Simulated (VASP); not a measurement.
# Mo (P6/mmm) in VASP: further runs, part 2 of 2

VASP 6.6.1. The steps go on from the part before.

### Step 3. Single point, LDA

This run uses another cell than the first one, of 15.34 Å³/atom, 0.984 times its volume.

INCAR reads:

```
PREC = Accurate
ENCUT = 520
EDIFF = 1E-7
ISMEAR = -1
SIGMA = 0.1
LREAL = False
LASPH = True
NELM = 80
ALGO = Normal
ISIF = 2
LWAVE = False
LCHARG = False
GGA = CA
NBANDS = 28
```

KPOINTS reads:

```
Automatic mesh
0
Gamma
  8 8 11
```

POSCAR reads:

```
Mo
1.0
    4.5939755522      0.0000000000      0.0000000000
   -2.2969877761      3.9784995325      0.0000000000
    0.0000000000      0.0000000000      2.5186132349
Mo
3
Direct
    0.0000000000      1.0000000000      1.0000000000
    0.3333333333      0.6666666667      0.5000000000
    0.6666666667      0.3333333333      0.5000000000
```

Potentials or basis: VASP PAW LDA potentials, release 64 (Mo_sv).

Started as:

```console
$ cat potpaw_LDA.64/Mo_sv/POTCAR > POTCAR
$ mpirun -np 1 vasp_std > vasp.out
```

OUTCAR:

```text
PREC = Accurate
   ENCUT = 520
   EDIFF = 1E-7
   ISMEAR = -1
   LREAL = False
   LASPH = True
   NELM = 80
   ISIF = 2
   GGA = CA

 ion  position               nearest neighbor table
   1  0.000  0.000  0.000-   2 2.94   3 2.94   2 2.94   3 2.94   2 2.94   2 2.94   3 2.94   3 2.94
                             3 2.94   3 2.94   2 2.94   2 2.94
   2  0.333  0.667  0.500-   3 2.65   3 2.65   3 2.65   1 2.94   1 2.94   1 2.94   1 2.94   1 2.94
                             1 2.94
   3  0.667  0.333  0.500-   2 2.65   2 2.65   2 2.65   1 2.94   1 2.94   1 2.94   1 2.94   1 2.94
                             1 2.94

  LATTYP: Found a hexagonal cell.
 ALAT       =     4.5939755522
 C/A-ratio  =     0.5482426291

  Lattice vectors:

 A1 = (   4.5939755522,   0.0000000000,   0.0000000000)
 A2 = (  -2.2969877761,   3.9784995325,   0.0000000000)
 A3 = (   0.0000000000,   0.0000000000,   2.5186132349)

Analysis of symmetry for initial positions (statically):
=====================================================================
 Subroutine PRICEL returns:
 Original cell was already a primitive cell.

 Routine SETGRP: Setting up the symmetry group for a
 hexagonal supercell.

 Subroutine GETGRP returns: Found 24 space group operations
 (whereof 24 operations were pure point group operations)
 out of a pool of 24 trial point group operations.

The static configuration has the point symmetry D_6h.

Analysis of symmetry for dynamics (positions and initial velocities):
=====================================================================
 Subroutine PRICEL returns:
 Original cell was already a primitive cell.

 Routine SETGRP: Setting up the symmetry group for a
 hexagonal supercell.

 Subroutine GETGRP returns: Found 24 space group operations
 (whereof 24 operations were pure point group operations)
 out of a pool of 24 trial point group operations.

The dynamic configuration has the point symmetry D_6h.

 Subroutine INISYM returns: Found 24 space group operations
 (whereof 24 operations are pure point group operations),
 and found     1 'primitive' translations

----------------------------------------------------------------------------------------

                                     Primitive cell

  volume of cell :      46.0330

  direct lattice vectors                    reciprocal lattice vectors
     4.593975552  0.000000000  0.000000000     0.217676387  0.125675521  0.000000000
    -2.296987776  3.978499532  0.000000000     0.000000000  0.251351041  0.000000000
     0.000000000  0.000000000  2.518613235     0.000000000  0.000000000  0.397043892

  length of vectors
     4.593975552  4.593975552  2.518613235     0.251351041  0.251351041  0.397043892

  position of ions in fractional coordinates (direct lattice)
     0.000000000  0.000000000  0.000000000
     0.333333333  0.666666667  0.500000000
     0.666666667  0.333333333  0.500000000

  ion indices of the primitive-cell ions
   primitive index   ion index
                 1           1
                 2           2
                 3           3

----------------------------------------------------------------------------------------

 KPOINTS: Automatic mesh

Automatic generation of k-mesh.
 Grid dimensions read from file:
 generate k-points for:    8    8   11

 Generating k-lattice:

  Cartesian coordinates                     Fractional coordinates (reciprocal lattice)
     0.027209548  0.015709440  0.000000000     0.125000000  0.000000000  0.000000000
     0.000000000  0.031418880  0.000000000     0.000000000  0.125000000  0.000000000
     0.000000000  0.000000000  0.036094899     0.000000000  0.000000000  0.090909091

  Length of vectors
     0.031418880  0.031418880  0.036094899

  Shift w.r.t. Gamma in fractional coordinates (k-lattice)
     0.000000000  0.000000000  0.000000000

 Subroutine IBZKPT returns following result:
 ===========================================

 Found     60 irreducible k-points:

 Following reciprocal coordinates:
            Coordinates               Weight
  0.000000  0.000000  0.000000      1.000000
  0.125000  0.000000  0.000000      6.000000
  0.250000  0.000000  0.000000      6.000000
  0.375000  0.000000  0.000000      6.000000
  0.500000  0.000000  0.000000      3.000000
  0.125000  0.125000  0.000000      6.000000
[... 16 lines left out ...]
  0.250000  0.000000  0.181818     12.000000
  0.375000  0.000000  0.181818     12.000000
 [... further k-points ...]
   k-points           NKPTS =     60   k-points in BZ     NKDIM =     60   number of bands    NBANDS=     28
   number of dos      NEDOS =    301   number of ions     NIONS =      3
   total plane-waves  NPLWV =  25920
   dimension x,y,z NGX =    36 NGY =   36 NGZ =   20
   dimension x,y,z NGXF=    72 NGYF=   72 NGZF=   40
   ions per type =               3
   NGX,Y,Z   is equivalent  to a cutoff of  13.03, 13.03, 13.20 a.u.
   NGXF,Y,Z  is equivalent  to a cutoff of  26.06, 26.06, 26.40 a.u.
 SYSTEM =  unknown system
   PREC   = accura    normal or accurate (medium, high low for compatibility)
   ISTART =      0    job   : 0-new  1-cont  2-samecut
   ICHARG =      2    charge: 1-file 2-atom 10-const
   ISPIN  =      1    spin polarized calculation?
   LNONCOLLINEAR =      F non collinear calculations
   LSORBIT =      F    spin-orbit coupling
   LASPH  =      T    aspherical Exc in radial PAW
   ENCUT  =  520.0 eV  38.22 Ry    6.18 a.u.   8.54  8.54  4.68*2*pi/ulx,y,z
   NELM   =     80;   NELMIN=  2; NELMDL= -5     # of ELM steps
   EDIFF  = 0.1E-06   stopping-criterion for ELM
   LREAL  =      F    real-space projection
   EDIFFG = 0.1E-05   stopping-criterion for IOM
   NSW    =      0    number of steps for IOM
   IBRION =     -1    ionic relax: 0-MD 1-quasi-New 2-CG
   NFREE  =      0    steps in history (QN), initial steepest desc. (CG)
   ISIF   =      2    stress and relaxation
   ISYM   =      2    0-nonsym 1-usesym 2-fastsym
   POTIM  = 0.5000    time-step for ionic-motion
   TEBEG  =    0.0;   TEEND  =   0.0 temperature during run
   PSTRESS=    0.0 pullay stress
   NELECT =      42.0000    total number of electrons
   NUPDOWN=      -1.0000    fix difference up-down
   EMIN   =  10.00;   EMAX   =-10.00  energy-range for DOS
   EFERMI =   0.00;   METHOD = LEGACY
   ISMEAR =    -1;   SIGMA  =   0.10  broadening in eV -4-tet -1-fermi 0-gaus
   EFERMI_NEDOS =   21; number of points for ismear=-14 and -15
   IALGO  =     38    algorithm
   IMIX   =      4    mixing-type and parameters
     AMIX     =   0.40;   BMIX     =  1.00
     AMIX_MAG =   1.60;   BMIX_MAG =  1.00
  volume/ion in A,a.u.               =      15.34       103.55
  Fermi-wavevector in a.u.,A,eV,Ry     =   1.587821  3.000546 34.302659  2.521174
  Thomas-Fermi vector in A             =   2.686919
   LORBIT       =      0    0 simple, 1 ext, 2 COOP (PROOUT), +10 PAW based schemes
   GGA     = CA    functional components
   LHFCALC =     F    Hartree Fock is set to
   AEXX    =    0.0000 exact exchange contribution
   IVDW    =     0    specifies the selected vdW correction
   LEPSILON=     F    determine dielectric tensor
   LRPA    =     F    only Hartree local field effects (RPA)
 non-spin polarized calculation
  energy-cutoff  :      520.00
  volume of cell :       46.03
 maximum number of plane-waves:      1275
 NGX is ok and might be reduce to    36
   NGX = 17   NGY = 17   NGZ =  9

 number of electron      42.0000002 magnetization

 Free energy of the ion-electron system (eV)
  ---------------------------------------------------
  ext. energy  EPLUGINS =         0.00000000
  ---------------------------------------------------
  free energy    TOTEN  =       -35.23277995 eV

  energy without entropy =      -35.10121420  energy(sigma->0) =      -35.16699708

 E-fermi :  12.5582     XC(G=0): -13.6771

 val. band max:       12.5555800936   @ k =   0.1250   0.0000   0.3636
 cond. band min:      12.5780509701   @ k =   0.3750   0.2500   0.2727
 fundamental gap:      0.0224708765
 Fermi energy:        12.5581886058

 k-point     1 :       0.0000    0.0000    0.0000
  band No.  band energies     occupation
      1     -48.1536      2.00000
      2     -47.9230      2.00000
      3     -47.7478      2.00000
      4     -22.5723      2.00000
      5     -22.5723      2.00000
      6     -22.5008      2.00000
[... 20 lines left out ...]
     27      17.0786      0.00000
     28      17.0786      0.00000
[... 683 lines left out ...]
 k-point    24 :       0.3750    0.0000    0.1818
  band No.  band energies     occupation
      1     -48.0168      2.00000
      2     -47.8412      2.00000
      3     -47.7309      2.00000
      4     -22.7785      2.00000
      5     -22.5168      2.00000
      6     -22.2030      2.00000
[... 20 lines left out ...]
     27      15.3377      0.00000
     28      16.4474      0.00000

 [... further k-points ...]
[... 5 lines left out ...]
  --------------------------------------------------------------------------------------
  -------------------------------------------------------------------------------------
  Total        0.3003203      0.3003203      0.4119484      0.0000000     -0.0000000      0.0000000
  in kB       10.4526350     10.4526350     14.3378480      0.0000000     -0.0000000      0.0000000
  external PRESSURE =      11.7477060 kB  Pullay stress =       0.0000000 kB

 VOLUME and BASIS-vectors are now :
 -----------------------------------------------------------------------------
  energy-cutoff  :      520.00
  volume of cell :       46.03
      direct lattice vectors                 reciprocal lattice vectors
     4.593975552  0.000000000  0.000000000     0.217676387  0.125675521  0.000000000
    -2.296987776  3.978499532  0.000000000     0.000000000  0.251351041  0.000000000
     0.000000000  0.000000000  2.518613235     0.000000000  0.000000000  0.397043892

 POSITION                                       TOTAL-FORCE (eV/Angst)
 -----------------------------------------------------------------------------------
      0.00000      0.00000      0.00000        -0.000000      0.000000      0.000000
     -0.00000      2.65233      1.25931         0.000000     -0.000000     -0.000000
      2.29699      1.32617      1.25931        -0.000000      0.000000      0.000000
 -----------------------------------------------------------------------------------
    total drift:                                0.000000      0.000000     -0.000000

  FREE ENERGIE OF THE ION-ELECTRON SYSTEM (eV)
  ---------------------------------------------------
  free  energy   TOTEN  =       -35.2327799544 eV

  energy  without entropy=      -35.1012142025  energy(sigma->0) =      -35.16699708
```

OSZICAR:

```text
N       E                     dE             d eps       ncg     rms          rms(c)
DAV:   1     0.492704464446E+03    0.49270E+03   -0.24997E+04  3360   0.158E+03
DAV:   2    -0.221789206802E+02   -0.51488E+03   -0.50439E+03  3576   0.510E+02
DAV:   3    -0.369341261119E+02   -0.14755E+02   -0.14258E+02  4220   0.859E+01
DAV:   4    -0.371151136761E+02   -0.18099E+00   -0.17963E+00  3632   0.804E+00
DAV:   5    -0.371165126507E+02   -0.13990E-02   -0.13987E-02  3692   0.775E-01    0.282E+01
DAV:   6    -0.355007538261E+02    0.16158E+01   -0.36424E+00  3488   0.147E+01    0.828E+00
DAV:   7    -0.353692768592E+02    0.13148E+00   -0.16056E+00  3888   0.894E+00    0.294E+00
DAV:   8    -0.352446152138E+02    0.12466E+00   -0.55001E-01  3784   0.553E+00    0.116E+00
DAV:   9    -0.352328339425E+02    0.11781E-01   -0.22225E-02  3704   0.130E+00    0.256E-01
DAV:  10    -0.352327612022E+02    0.72740E-04   -0.64630E-04  4048   0.221E-01    0.112E-01
DAV:  11    -0.352327787893E+02   -0.17587E-04   -0.25545E-05  3756   0.388E-02    0.231E-02
DAV:  12    -0.352327799969E+02   -0.12076E-05   -0.48233E-06  3684   0.165E-02    0.487E-03
DAV:  13    -0.352327799544E+02    0.42482E-07   -0.26393E-07  2548   0.465E-03
   1 F= -.35232780E+02 E0= -.35166997E+02  d E =-.131566E+00
```

stdout:

```text
POSCAR found type information on POSCAR Mo
 POSCAR found :  1 types and       3 ions
 scaLAPACK will be used
 LDA part: xc-table for (Slater(with rela. corr.)+CA(PZ))
 , standard interpolation
 POSCAR, INCAR and KPOINTS ok, starting setup
 FFT: planning ... GRIDC
 FFT: planning ... GRID_SOFT
 FFT: planning ... GRID
 WAVECAR not read
 entering main loop
```

Wall time 27 s (1 thread of Intel Xeon 6975P-C (Granite Rapids), shared host); peak memory 0.18 GiB.

What came out:

* Free energy: -35.2328 eV
* Pressure: 1.2 GPa
* Band gap on the k mesh: zero (band 21 reaches 13.39 eV, above the bottom of band 22 at 11.96 eV)

Stress tensor (GPa, compression positive):
```
1.05 0.00 0.00
0.00 1.05 0.00
0.00 0.00 1.43
```
